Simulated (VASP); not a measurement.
Cd2S5, 7 atoms in the cell. The typed cell holds 7 atoms: a = 4.296 Å, b = 6.613 Å, c = 8.604 Å, α = 85.73°, β = 81.56°, γ = 89.42°. 

| Item | Value |
| --- | --- |
| Program | VASP 6.6.1 |
| Task | single point |
| Functional | PBE |
| Potentials or basis | VASP PAW PBE potentials, release 64 (Cd, S) |
| Cutoff | 520 eV |
| k mesh | 6 × 4 × 4 |
| Occupations | gaussian, width 0.02 eV |
| Spin | no spin polarisation |
| Dipole correction | no |
| Further INCAR settings | ALGO = Normal; EDIFF = 1e-06; NBANDS = 36 |

Potentials or basis: VASP PAW PBE potentials, release 64 (Cd, S).

The run is started by

```bash
$ cat potpaw_PBE.64/Cd/POTCAR potpaw_PBE.64/S/POTCAR > POTCAR
$ mpirun -np 1 vasp_std > vasp.out
```

Hardware: 1 thread of Intel(R) Xeon(R) Platinum 8375C CPU @ 2.90GHz (Ice Lake), with other jobs on the host.

**Question.** Estimate the wall time of this run.

**Answer.** It took 4.6 min on 1 thread of Intel(R) Xeon(R) Platinum 8375C CPU @ 2.90GHz (Ice Lake) (shared host), peak memory 0.51 GiB. Counts: scf iterations 15, k points 52.
